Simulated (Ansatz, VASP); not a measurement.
SnTe in VASP and in Ansatz

```
Sn Te
1.0
     0.00000    3.18721    3.18721
     3.18721    0.00000    3.18721
     3.18721    3.18721    0.00000
Sn Te
1 1
Direct
  0.50000 0.50000 0.50000
  0.00000 0.00000 0.00000
```

Alike in both runs: task single point; functional PBE; k mesh 6 × 6 × 6; occupations gaussian, width 0.05 eV; no spin polarisation.

|  | VASP | Ansatz |
| --- | --- | --- |
| version | VASP 6.6.1 | Ansatz 0.2.0 |
| potentials or method | VASP PAW PBE potentials, release 64 (Sn_d, Te), cutoff 500 eV | scalar-relativistic, plane waves, PAW |
| valence electrons in the cell | 20 | 30 |

|  | VASP | Ansatz | Ansatz less VASP |
| --- | --- | --- | --- |
| gap on the k mesh at the Fermi level (eV) | none | none | - |
| pressure (GPa) | 0.6 | 0.7 | +0.07 |

A gap of «none» marks a metal or a gap that the smearing closes. VASP's potentials hold 20 valence electrons a cell and Ansatz's 30, so a difference there can come from the potentials and not from the codes.

Neither program's run includes spin-orbit coupling.
